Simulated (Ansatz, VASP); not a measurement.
# CaSe in VASP and in Ansatz

File INCAR:

```
PREC = Accurate ; ENCUT = 520
EDIFF = 1E-6 ; ISMEAR = -1
SIGMA = 0.02 ; LREAL = False
LASPH = True ; NELM = 60
ALGO = Normal ; ISIF = 2
LWAVE = False ; LCHARG = False
GGA = PE ; NBANDS = 24
```

KPOINTS

```
Automatic mesh
0
Gamma
  6 6 4
```

File POSCAR:

```
CaSe
1.0
    5.1247298729      0.0000000000      0.0000000000
   -2.5623649364      4.3349738792      0.0000000000
    0.0000000000      0.0000000000      5.8757322740
Ca Se
2 2
Direct
    0.3317847834      0.6635695668     -0.0625000000
    0.6682152166      0.3364304332      0.4375000000
    0.3311417881      0.6622835762      0.4375000000
    0.6688582119      0.3377164238      0.9375000000
```

Input for Ansatz:

```yaml
crystal:
  lattice:
    - [5.1247298729, 0.0, 0.0]
    - [-2.5623649364, 4.3349738792, 0.0]
    - [0.0, 0.0, 5.875732274]
  atoms:
    - { symbol: Ca, position: [0.3317847834, 0.6635695668, -0.0625] }
    - { symbol: Ca, position: [0.6682152166, 0.3364304332, 0.4375] }
    - { symbol: Se, position: [0.3311417881, 0.6622835762, 0.4375] }
    - { symbol: Se, position: [0.6688582119, 0.3377164238, 0.9375] }
kpoints:
  mp_grid: { grid: [6, 6, 4] }
  band_path:
    path:
      - [0.0, 0.0, 0.0]
      - [0.5, 0.0, 0.0]
      - [0.3333333333, 0.3333333333, 0.0]
      - [0.0, 0.0, 0.5]
      - [0.5, 0.0, 0.5]
      - [0.3333333333, 0.3333333333, 0.5]
      - [0.322917, 0.338542, 0.0]
    npoints: 1
hamiltonian:
  xc: pbe
scf:
  occupations: { method: fermi_dirac, width: 0.02 }
  n_extra_bands: 5
output:
  forces: true
  stress: true
  eigenvalues: true
```

Change from the starting cell: uniaxial_x strain +2.4%.

Alike in both runs: task single point; functional PBE; k mesh 6 × 6 × 4; occupations fermi-dirac, width 0.02 eV; no spin polarisation.

```csv
,VASP,Ansatz
version,VASP 6.6.1,Ansatz 0.2.0
potentials or method,"VASP PAW PBE potentials, release 64 (Ca_sv, Se)","plane waves, PAW"
plane-wave cutoff (eV),520,420
valence electrons in the cell,32,52
```

|  | VASP | Ansatz | Ansatz less VASP |
| --- | --- | --- | --- |
| gap on the k mesh at the Fermi level (eV) | 2.49 | 2.50 | +0.008 |
| pressure (GPa) | -0.2 | -0.4 | -0.12 |
| traceless stress, the component that is largest in VASP (GPa) | 0.47 | 0.44 | -0.027 |

VASP's potentials hold 32 valence electrons a cell and Ansatz's 52, so a difference there can come from the potentials and not from the codes.
